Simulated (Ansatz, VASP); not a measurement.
**CsPbBr3 in VASP and in Ansatz**

Contents of INCAR:

```
SYSTEM = CsPbBr3
ALGO = Normal
EDIFF = 1E-6
ENCUT = 520
GGA = PE
ISIF = 2
ISMEAR = -1
LASPH = .TRUE.
LCHARG = .FALSE.
LREAL = .FALSE.
LWAVE = .FALSE.
NBANDS = 30
NELM = 60
PREC = Accurate
SIGMA = 0.05
```

KPOINTS

```
k-points
0
G
  5 5 5
  0 0 0
```

File POSCAR:

```
CsPbBr3
1.0
    5.8700000000      0.0000000000      0.0000000000
    0.0000000000      5.8700000000      0.0000000000
    0.0000000000      0.0000000000      5.8700000000
Pb Cs Br
1 1 3
Direct
    0.4964290000      0.4935000000      0.4996500000
   -0.0033500000     -0.0009740000     -0.0056180000
    0.5064900000      0.5088990000     -0.0114280000
    0.5040610000      0.0031090000      0.5040140000
    0.0061890000      0.4912990000      0.4941130000
```

The input input.yaml:

```yaml
crystal:
  lattice:
    - [5.87, 0.0, 0.0]
    - [0.0, 5.87, 0.0]
    - [0.0, 0.0, 5.87]
  atoms:
    - { symbol: Pb, position: [0.496429, 0.4935, 0.49965] }
    - { symbol: Cs, position: [-0.00335, -0.000974, -0.005618] }
    - { symbol: Br, position: [0.50649, 0.508899, -0.011428] }
    - { symbol: Br, position: [0.504061, 0.003109, 0.504014] }
    - { symbol: Br, position: [0.006189, 0.491299, 0.494113] }
hamiltonian:
  xc: pbe
  pseudopotentials: { kind: paw }
kpoints:
  mp_grid: { grid: [5, 5, 5] }
scf:
  occupations: { method: fermi_dirac, width: 0.05 }
output:
  forces: true
  stress: true
  eigenvalues: true
```

Change from the starting cell: atoms moved at random, drawn with an rms of 0.05 Å.

Alike in both runs: task single point; functional PBE; k mesh 5 × 5 × 5; occupations fermi-dirac, width 0.05 eV; no spin polarisation.

```csv
,VASP,Ansatz
version,VASP 6.6.1,Ansatz 0.2.0
potentials or method,"VASP PAW PBE potentials, release 64 (Pb_d, Cs_sv, Br)",Ansatz PAW
plane-wave cutoff (eV),520,420
valence electrons in the cell,44,44
```

Ansatz gave:

| Item | Value |
| --- | --- |
| gap on the k mesh at the Fermi level (eV) | 2.59 |
| least direct gap on the mesh (eV) | 2.59 |
| pressure (GPa) | 1.5 |
| rms of the force components (eV/Å) | 0.097 |

**Question.** Which values does VASP return?

**Answer.** gap on the k mesh at the Fermi level (eV): 2.59; least direct gap on the mesh (eV): 2.59; pressure (GPa): 1.5; rms of the force components (eV/Å): 0.098.

Atom by atom the forces differ by 0.001 eV/Å (rms over components). The functional is the same, so the differences come from potentials, cutoffs and numerics.

Spin-orbit coupling is off throughout. Noted on Ansatz's run: odd divisions of the mesh miss points on the zone boundary, where band edges often lie, so the gap on the mesh can be too wide.
